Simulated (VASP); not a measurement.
Crystal: FeO.

```xyz
4
Lattice="1.5188 0.8769 2.5196 -1.5188 0.8769 2.5196 0.0000 -3.5076 5.0392" Properties=species:S:1:pos:R:3 pbc="T T T"
Fe    0.0000    0.0000    0.0000
Fe    0.0000   -1.7538    2.5196
O     0.0000    0.0000    3.7794
O     0.0000   -1.7538    6.2989
```

Base run:

| Quantity | Value |
| --- | --- |
| Program | VASP 6.6.1 |
| Functional | PBE |
| Potentials or basis | VASP PAW PBE potentials, release 64 (Fe, O) |
| Cutoff | 520 eV |
| k mesh | 9 × 9 × 5 |
| Occupations | fermi-dirac, width 0.05 eV |
| Spin | collinear spin, antiferromagnetic start |
| Starting moments | [4.0, -4.0, 0.0, 0.0] μB |

Its results: band gap on the k mesh zero (filled and empty bands overlap); pressure -2.5 GPa; net moment 0.00 μB per cell; site moments Fe +3.43, -3.43; O +0.00 μB.

Task: The run is repeated on the same cell with these changes: spin from collinear spin, antiferromagnetic start to collinear spin, ferromagnetic start; moments at the start from [4.0, -4.0, 0.0, 0.0] to [4.0, 4.0, 0.0, 0.0]. What comes out?

Result: Band gap on the k mesh zero (filled and empty bands overlap); pressure -1.2 GPa; net moment 8.00 μB per cell; site moments Fe +3.62; O +0.30 μB.

Caveats: semilocal functionals often make such compounds metallic where correlation or magnetic order opens a gap, which also shifts bond lengths.
